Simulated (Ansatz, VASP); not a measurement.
One calculation of Ge4IrW, two programs

The input INCAR:

```
ALGO     = Normal         # electronic algorithm
EDIFF    = 1E-6           # SCF threshold, eV
EDIFFG   = -0.04          # ionic threshold
ENCUT    = 600            # plane-wave cutoff, eV
GGA      = PE             # functional
IBRION   = 2              # ionic algorithm
ISIF     = 3              # what is computed and relaxed
ISMEAR   = 0              # smearing method
LASPH    = True           # aspherical terms in the spheres
LCHARG   = False          # write CHGCAR
LREAL    = False          # projectors in reciprocal space
LWAVE    = False          # write WAVECAR
NELM     = 80             # most SCF steps
NSW      = 90             # ionic steps
PREC     = Accurate       # precision mode
SIGMA    = 0.1            # smearing width, eV
```

File KPOINTS:

```
k-points
0
Gamma
  6 6 2
```

POSCAR

```
Ge4IrW
1.0
    3.5007879300      0.0000000000      0.0000000000
   -1.7503939700      3.0317712800      0.0000000000
    0.0000000000      0.0000000000      9.0186924400
Ge Ir W
4 1 1
Direct
    0.0000000000      0.0000000000      0.7071691200
    0.6666666700      0.3333333300      0.7986019800
    0.6666666700      0.3333333300      0.2013980200
    0.0000000000      0.0000000000      0.2928308800
    0.0000000000      0.0000000000      0.0000000000
    0.6666666700      0.3333333300      0.5000000000
```

Input for Ansatz:

```yaml
crystal:
  lattice:
    - [3.50078793, 0.0, 0.0]
    - [-1.75039397, 3.03177128, 0.0]
    - [0.0, 0.0, 9.01869244]
  atoms:
    - { symbol: Ge, position: [0.0, 0.0, 0.70716912] }
    - { symbol: Ge, position: [0.66666667, 0.33333333, 0.79860198] }
    - { symbol: Ge, position: [0.66666667, 0.33333333, 0.20139802] }
    - { symbol: Ge, position: [0.0, 0.0, 0.29283088] }
    - { symbol: Ir, position: [0.0, 0.0, 0.0] }
    - { symbol: W, position: [0.66666667, 0.33333333, 0.5] }
basis:
  ecutwfc: 420
kpoints:
  mp_grid: { grid: [6, 6, 2] }
hamiltonian:
  xc: pbe
scf:
  occupations: { method: gaussian, width: 0.1 }
  lower_state_search: "off"
output:
  forces: true
  stress: true
  eigenvalues: true
relax:
  adjacent_minimum: "off"
  f_tol: 0.04
  max_steps: 70
  cell: { stress_tol: 0.4 }
```

Change from the starting cell: species swapped into the B4OsW type (P-6m2, No. 187).

Alike in both runs: task relaxation of cell and atoms; functional PBE; k mesh 6 × 6 × 2; occupations gaussian, width 0.1 eV; no spin polarisation.

```csv
,VASP,Ansatz
version,VASP 6.6.1,Ansatz 0.2.0
potentials or method,"VASP PAW PBE potentials, release 64 (Ge_d, Ir, W_sv), cutoff 600 eV","scalar-relativistic, plane waves, PAW"
valence electrons in the cell,79,87
```

VASP gave:

- gap on the k mesh at the Fermi level, each at its own relaxed structure (eV): none
- relaxed volume (Å³/atom): 18.18
- relaxed length of the cell vector where the two differ most in proportion (Å): 3.900

**Question.** What did Ansatz give for the same quantities?

**Answer.** gap on the k mesh at the Fermi level, each at its own relaxed structure (eV): none; relaxed volume (Å³/atom): 18.12; relaxed length of the cell vector where the two differ most in proportion (Å): 3.889.

A gap of «none» marks a metal or a gap that the smearing closes. VASP's potentials hold 79 valence electrons a cell and Ansatz's 87, so a difference there can come from the potentials and not from the codes.

Neither program's run includes spin-orbit coupling.
